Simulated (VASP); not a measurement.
Runs of VASP 6.6.1 on Ta3Cu. The structure is that of space group I4/mmm (No. 139), or close to it. The cells are those of the table. 

| task | level | cell | k mesh | cutoff (eV) | smearing | k mesh for the DOS | occupations for the DOS | gap on the mesh (eV) | pressure (GPa) |
| --- | --- | --- | --- | --- | --- | --- | --- | --- | --- |
| relaxation of cell and atoms | PBEsol | relaxed from a = 5.076 Å, angles 133.4, 133.4, 68.0°, 4 atoms | 9 × 9 × 9 | 600 | methfessel-paxton 0.1 eV | - | - | none | -0.1 |
| single point | revPBE | a = 5.098 Å, angles 133.3, 133.3, 68.1°, 4 atoms | 7 × 7 × 7 | 520 | fermi-dirac 0.05 eV | - | - | none | 0.1 |
| single point | PBEsol | a = 4.777 Å, angles 132.6, 132.6, 69.2°, 4 atoms | 9 × 9 × 9 | 520 | fermi-dirac 0.05 eV | - | - | none | (b) |
| single point | BLYP | a = 5.126 Å, angles 133.2, 133.2, 68.4°, 4 atoms | 7 × 7 × 7 | 520 | fermi-dirac 0.05 eV | - | - | none | 0.8 |
| single point | PBEsol | a = 5.006 Å, angles 132.7, 132.7, 69.1°, 4 atoms | 8 × 8 × 8 | 520 | fermi-dirac 0.05 eV | - | - | none | (a) |
| single point | PBEsol | a = 5.076 Å, angles 133.4, 133.4, 68.0°, 4 atoms | 5 × 5 × 5 | 520 | fermi-dirac 0.05 eV | - | - | none | (c) |
| single point | PBEsol | a = 5.011 Å, angles 133.3, 133.3, 68.2°, 4 atoms | 9 × 9 × 9 | 520 | methfessel-paxton 0.1 eV | - | - | none | 0.1 |
| single point | PBEsol | a = 4.987 Å, angles 133.2, 133.2, 68.4°, 4 atoms | 9 × 9 × 9 | 520 | fermi-dirac 0.05 eV | - | - | none | 2.3 |
| single point | PBEsol | a = 4.937 Å, angles 132.0, 132.0, 70.2°, 4 atoms | 8 × 8 × 8 | 520 | fermi-dirac 0.05 eV | - | - | none | 1.4 |
| single point | PBEsol | a = 5.007 Å, angles 133.4, 133.4, 68.0°, 4 atoms | 9 × 9 × 9 | 520 | fermi-dirac 0.05 eV | - | - | none | 1.7 |
| single point | PBEsol | a = 5.142 Å, angles 133.4, 133.4, 68.0°, 4 atoms | 9 × 9 × 9 | 520 | fermi-dirac 0.05 eV | - | - | none | -12.2 |

Alike in all rows: potentials or basis VASP PAW PBE potentials, release 64 (Ta_pv, Cu); no spin polarisation.

**Question.** Fill in the values left out.

**Answer.** (a) -2.6; (b) 30.9; (c) -6.3.

Caveats: some runs use coarse meshes; the PAW data sets were made with another functional, which shifts forces and pressure a little; spin-orbit coupling is left out, which moves the levels of the heavy elements.

A k mesh can miss the band edges, and the runs leave out spin-orbit coupling on Ta.

A gap of «none» marks levels without a gap at the run's occupations.
